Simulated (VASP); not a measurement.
# Zr2Al3N5 (I4/mmm) in VASP: further runs

The runs below take Zr2Al3N5 through single point, with PBE.

All numbers are computed with VASP 6.6.1; they aren't measurements. Logs are shortened: lines on timing, memory, paths and dates and some standing lists are left out, and cuts for length are marked.

**1. The cell of the first run**

It takes space group I4/mmm (No. 139, tetragonal). Conventional cell: a = 3.098 Å, b = 3.098 Å, c = 21.783 Å, α = 90.00°, β = 90.00°, γ = 90.00°. Within 2.9 Å of Zr (site symmetry 4mm) lie 6 N at 2.19 to 2.26 Å. Al (site symmetry 4mm) has 6 N at 1.94 to 2.19 Å within 2.6 Å. Within 2.9 Å of Al (site symmetry 4/mmm) lie 6 N at 2.19 to 2.32 Å. Within 2.8 Å of N (site symmetry 4mm) lie 2 Al at 2.14 to 2.32 Å and 4 Zr at 2.19 Å. Within 2.6 Å of N (site symmetry 4mm) lie 5 Al at 1.94 to 2.19 Å and 1 Zr at 2.26 Å. Within 2.9 Å of N (site symmetry 4/mmm) lie 4 Al at 2.19 Å and 2 Zr at 2.23 Å.

**2. Single point, PBE**

INCAR

```
SYSTEM = Zr2Al3N5
PREC     = Accurate       ! precision mode
ENCUT    = 520            ! plane-wave cutoff, eV
EDIFF    = 1E-7           ! SCF threshold, eV
ISMEAR   = 0              ! smearing method
SIGMA    = 0.1            ! smearing width, eV
LREAL    = .FALSE.        ! projectors in reciprocal space
LASPH    = .TRUE.         ! aspherical terms in the spheres
NELM     = 100            ! most SCF steps
ALGO     = Normal         ! electronic algorithm
ISIF     = 2              ! what is computed and relaxed
LWAVE    = .FALSE.        ! write WAVECAR
LCHARG   = .TRUE.         ! write CHGCAR
GGA      = PE             ! functional
LELF     = .TRUE.         ! ELF
LVHAR    = .TRUE.       
NBANDS   = 40             ! bands
```

KPOINTS

```
Automatic mesh
0
G
  8 8 8
  0 0 0
```

POSCAR

```
Zr2Al3N5
1.0
   -1.5492318275      1.5492318275     10.8915699768
    1.5492318275     -1.5492318275     10.8915699768
    1.5492318275      1.5492318275    -10.8915699768
Zr Al N
2 3 5
Direct
    0.8974710525      0.8974710525      0.0000000000
    0.1025289475      0.1025289475      0.0000000000
    0.7045158576      0.7045158576      0.0000000000
    0.2954841424      0.2954841424      0.0000000000
    0.5000000000      0.5000000000      0.0000000000
    0.6063831461      0.6063831461      0.0000000000
    0.2063135936      0.2063135936      0.0000000000
    0.7936864064      0.7936864064      0.0000000000
    0.3936168539      0.3936168539      0.0000000000
    0.0000000000      0.0000000000      0.0000000000
```

Potentials or basis: VASP PAW PBE potentials, release 64 (Zr_sv, Al, N).

Command:

```
> cat potpaw_PBE.64/Zr_sv/POTCAR potpaw_PBE.64/Al/POTCAR potpaw_PBE.64/N/POTCAR > POTCAR
> mpirun -np 1 vasp_std > vasp.out
```

OUTCAR:

```text
SYSTEM = Zr2Al3N5
   PREC = Accurate
   ENCUT = 520
   EDIFF = 1E-7
   ISMEAR = 0
   LREAL = .FALSE.
   LASPH = .TRUE.
   NELM = 100
   ISIF = 2
   GGA = PE

 ion  position               nearest neighbor table
   1  0.897  0.897  0.000-   9 2.19   9 2.19   9 2.19   9 2.19  10 2.23   8 2.26   4 3.12   4 3.12
                             4 3.12   4 3.12   5 3.13   5 3.13   5 3.13   5 3.13
   2  0.103  0.103  0.000-   6 2.19   6 2.19   6 2.19   6 2.19  10 2.23   7 2.26   3 3.12   3 3.12
                             3 3.12   3 3.12   5 3.13   5 3.13   5 3.13   5 3.13
   3  0.705  0.705  0.000-   8 1.94   6 2.14   7 2.19   7 2.19   7 2.19   7 2.19   4 2.95   4 2.95
                             4 2.95   4 2.95   2 3.12   2 3.12   2 3.12   2 3.12
   4  0.295  0.295  0.000-   7 1.94   9 2.14   8 2.19   8 2.19   8 2.19   8 2.19   3 2.95   3 2.95
                             3 2.95   3 2.95   1 3.12   1 3.12   1 3.12   1 3.12
   5  0.500  0.500  0.000-  10 2.19  10 2.19  10 2.19  10 2.19   9 2.32   6 2.32   2 3.13   2 3.13
                             1 3.13   1 3.13   1 3.13   2 3.13   1 3.13   2 3.13
   6  0.606  0.606  0.000-   3 2.14   2 2.19   2 2.19   2 2.19   2 2.19   5 2.32
   7  0.206  0.206  0.000-   4 1.94   3 2.19   3 2.19   3 2.19   3 2.19   2 2.26
   8  0.794  0.794  0.000-   3 1.94   4 2.19   4 2.19   4 2.19   4 2.19   1 2.26
   9  0.394  0.394  0.000-   4 2.14   1 2.19   1 2.19   1 2.19   1 2.19   5 2.32
  10  0.000  0.000  0.000-   5 2.19   5 2.19   5 2.19   5 2.19   2 2.23   1 2.23

  LATTYP: Found a body centered tetragonal cell.
 ALAT       =     3.0984636550
 C/A-ratio  =     7.0303035243

  Lattice vectors:

 A1 = (  -1.5492318275,   1.5492318275,  10.8915699768)
 A2 = (   1.5492318275,  -1.5492318275,  10.8915699768)
 A3 = (   1.5492318275,   1.5492318275, -10.8915699768)

Analysis of symmetry for initial positions (statically):
=====================================================================
 Subroutine PRICEL returns:
 Original cell was already a primitive cell.

 Routine SETGRP: Setting up the symmetry group for a
 body centered tetragonal supercell.

 Subroutine GETGRP returns: Found 16 space group operations
 (whereof 16 operations were pure point group operations)
 out of a pool of 16 trial point group operations.

The static configuration has the point symmetry D_4h.

Analysis of symmetry for dynamics (positions and initial velocities):
=====================================================================
 Subroutine PRICEL returns:
 Original cell was already a primitive cell.

 Routine SETGRP: Setting up the symmetry group for a
 body centered tetragonal supercell.

 Subroutine GETGRP returns: Found 16 space group operations
 (whereof 16 operations were pure point group operations)
 out of a pool of 16 trial point group operations.

The dynamic configuration has the point symmetry D_4h.

 Subroutine INISYM returns: Found 16 space group operations
[... 130 lines left out ...]
   IALGO  =     38    algorithm
   IMIX   =      4    mixing-type and parameters
     AMIX     =   0.40;   BMIX     =  1.00
     AMIX_MAG =   1.60;   BMIX_MAG =  1.00
  volume/ion in A,a.u.               =      10.46        70.56
  Fermi-wavevector in a.u.,A,eV,Ry     =   1.345106  2.541881 24.617146  1.809309
  Thomas-Fermi vector in A             =   2.473045
   LORBIT       =      0    0 simple, 1 ext, 2 COOP (PROOUT), +10 PAW based schemes
   GGA     = PE    functional components
   LHFCALC =     F    Hartree Fock is set to
   AEXX    =    0.0000 exact exchange contribution
   IVDW    =     0    specifies the selected vdW correction
   LEPSILON=     F    determine dielectric tensor
   LRPA    =     F    only Hartree local field effects (RPA)
 non-spin polarized calculation
 Gauss-broadening in eV      SIGMA  =   0.10
  energy-cutoff  :      520.00
  volume of cell :      104.56
 maximum number of plane-waves:      2836
   NGX = 41   NGY = 41   NGZ = 41

 number of electron      58.0000000 magnetization

 Free energy of the ion-electron system (eV)
  ---------------------------------------------------
  ext. energy  EPLUGINS =         0.00000000
  ---------------------------------------------------
  free energy    TOTEN  =       -81.15293428 eV

  energy without entropy =      -81.13759825  energy(sigma->0) =      -81.14526627

 E-fermi :  11.6165     XC(G=0): -12.0596

 val. band max:       11.6143383971   @ k =   0.5000   0.2500   0.1250
 cond. band min:      11.6244100602   @ k =   0.3750   0.1250   0.1250
 fundamental gap:      0.0100716630
 Fermi energy:        11.6164513996

 k-point     1 :       0.0000    0.0000    0.0000
  band No.  band energies     occupation
      1     -37.9091      2.00000
      2     -37.9084      2.00000
      3     -16.3071      2.00000
      4     -16.2446      2.00000
      5     -15.7223      2.00000
      6     -15.7223      2.00000
[... 1021 lines left out ...]
     39      17.2611      0.00000
     40      17.4821      0.00000

 [... further k-points ...]

------------------------ aborting loop because EDIFF is reached ----------------------------------------

  FORCE on cell =-STRESS in cart. coord.  units (eV):
  Direction    XX          YY          ZZ          XY          YZ          ZX
  --------------------------------------------------------------------------------------
  -------------------------------------------------------------------------------------
  Total        0.0708304      0.0708304      0.0674481      0.0000000      0.0000000     -0.0000000
  in kB        1.0852927      1.0852927      1.0334684      0.0000000      0.0000000     -0.0000000
  external PRESSURE =       1.0680180 kB  Pullay stress =       0.0000000 kB

 VOLUME and BASIS-vectors are now :
 -----------------------------------------------------------------------------
  energy-cutoff  :      520.00
  volume of cell :      104.56
      direct lattice vectors                 reciprocal lattice vectors
    -1.549231828  1.549231828 10.891569977     0.000000000  0.322740594  0.045907064
     1.549231828 -1.549231828 10.891569977     0.322740594  0.000000000  0.045907064
     1.549231828  1.549231828-10.891569977     0.322740594  0.322740594  0.000000000

 POSITION                                       TOTAL-FORCE (eV/Angst)
 -----------------------------------------------------------------------------------
      0.00000      0.00000     19.54974        -0.000000     -0.000000      0.010814
      0.00000      0.00000      2.23340         0.000000      0.000000     -0.010814
      0.00000      0.00000     15.34657        -0.000000     -0.000000     -0.004110
      0.00000      0.00000      6.43657        -0.000000     -0.000000      0.004110
      0.00000      0.00000     10.89157        -0.000000     -0.000000      0.000000
      0.00000      0.00000     13.20893        -0.000000     -0.000000      0.009147
      0.00000      0.00000      4.49416         0.000000      0.000000      0.022594
      0.00000      0.00000     17.28898        -0.000000     -0.000000     -0.022594
      0.00000      0.00000      8.57421        -0.000000     -0.000000     -0.009147
      0.00000      0.00000      0.00000        -0.000000     -0.000000      0.000000
 -----------------------------------------------------------------------------------
    total drift:                               -0.000000      0.000000      0.000000

  FREE ENERGIE OF THE ION-ELECTRON SYSTEM (eV)
  ---------------------------------------------------
  free  energy   TOTEN  =       -81.1529342793 eV

  energy  without entropy=      -81.1375982546  energy(sigma->0) =      -81.14526627
```

stdout:

```text
POSCAR found type information on POSCAR ZrAlN
 POSCAR found :  3 types and      10 ions
 scaLAPACK will be used
 LDA part: xc-table for (Slater+PW92), standard interpolation
 POSCAR, INCAR and KPOINTS ok, starting setup
 FFT: planning ... GRIDC
 FFT: planning ... GRID_SOFT
 FFT: planning ... GRID
 WAVECAR not read
 entering main loop
```

It took 57 min on 1 thread of Intel Xeon Platinum 8259CL at 2.50GHz (Skylake/Cascade Lake), shared host; peak memory 1.2 GiB.

What came out:

```
Free energy            : -81.1529 eV
Pressure               : 0.1 GPa
Largest force          : 0.023 eV/Å
Band gap on the k mesh : zero (bands 29 and 30 overlap by 4.32 eV)
```

Forces on the atoms (eV/Å):
```
Zr   0.000  0.000  0.011
Zr   0.000  0.000 -0.011
Al   0.000  0.000 -0.004
Al   0.000  0.000  0.004
Al   0.000  0.000  0.000
N    0.000  0.000  0.009
N    0.000  0.000  0.023
N    0.000  0.000 -0.023
N    0.000  0.000 -0.009
N    0.000  0.000  0.000
```

**3. Single point, PBE**

This run uses another cell than the first one, of 13.21 Å³/atom.

INCAR

```
ALGO = Normal
EDIFF = 1E-6
ENCUT = 520
GGA = PE
ISIF = 2
ISMEAR = 0
LASPH = True
LCHARG = False
LREAL = False
LWAVE = False
NBANDS = 40
NELM = 60
PREC = Accurate
SIGMA = 0.1
```

KPOINTS

```
k-points
0
Gamma
  8 8 8
```

POSCAR

```
Zr2Al3N5
1.0
   -1.6715906800      1.6715906800     11.8199310800
    1.6715906800     -1.6715906800     11.8199310800
    1.6715906800      1.6715906800    -11.8199310800
Zr Al N
2 3 5
Direct
    0.9000000000      0.9000000000      0.0000000000
    0.1000000000      0.1000000000      0.0000000000
    0.7000000000      0.7000000000      0.0000000000
    0.3000000000      0.3000000000      0.0000000000
    0.5000000000      0.5000000000      0.0000000000
    0.6000000000      0.6000000000      0.0000000000
    0.2000000000      0.2000000000      0.0000000000
    0.8000000000      0.8000000000      0.0000000000
    0.4000000000      0.4000000000      0.0000000000
    0.0000000000      0.0000000000      0.0000000000
```

Potentials or basis: VASP PAW PBE potentials, release 64 (Zr_sv, Al, N).

Command:

```
> cat potpaw_PBE.64/Zr_sv/POTCAR potpaw_PBE.64/Al/POTCAR potpaw_PBE.64/N/POTCAR > POTCAR
> mpirun -np 1 vasp_std > vasp.out
```

It took 76 min on 1 thread of Intel Xeon Platinum 8259CL at 2.50GHz (Skylake/Cascade Lake), shared host; peak memory 1.4 GiB.

Results (log left out):

```
Free energy            : -77.5676 eV
Pressure               : -30.1 GPa
Largest force          : 0.695 eV/Å
Band gap on the k mesh : zero (bands 29 and 30 overlap by 3.61 eV)
```

Forces in eV/Å, atoms in the order of the input:
```
Zr   0.000  0.000  0.309
Zr   0.000  0.000 -0.309
Al   0.000  0.000  0.695
Al   0.000  0.000 -0.695
Al   0.000  0.000  0.000
N    0.000  0.000  0.235
N    0.000  0.000  0.523
N    0.000  0.000 -0.523
N    0.000  0.000 -0.235
N    0.000  0.000  0.000
```

Stress tensor (GPa, compression positive):
```
-30.45   0.00   0.00
  0.00 -30.45   0.00
  0.00   0.00 -29.42
```

Levels at points of the mesh, in eV from the Fermi level:
| k point | band 26 | band 27 | band 28 | band 29 | band 30 | band 31 | band 32 | band 33 |
| --- | --- | --- | --- | --- | --- | --- | --- | --- |
| (0.00, 0.00, 0.00) | -2.32 | -2.32 | -2.25 | -2.13 | -2.06 | -1.65 | -0.12 | 0.70 |
| (0.50, 0.00, 0.00) | -3.01 | -2.78 | -2.71 | 1.55 | 1.56 | 1.66 | 1.86 | 2.04 |
| (0.50, 0.50, 0.00) | -3.47 | -3.28 | -3.26 | -0.94 | -0.92 | -0.53 | 0.19 | 0.23 |
| (0.50, 0.50, 0.50) | -2.52 | -2.49 | -2.49 | -2.13 | -2.05 | -0.94 | -0.25 | 0.60 |

Caveat: the cell stands under tension.
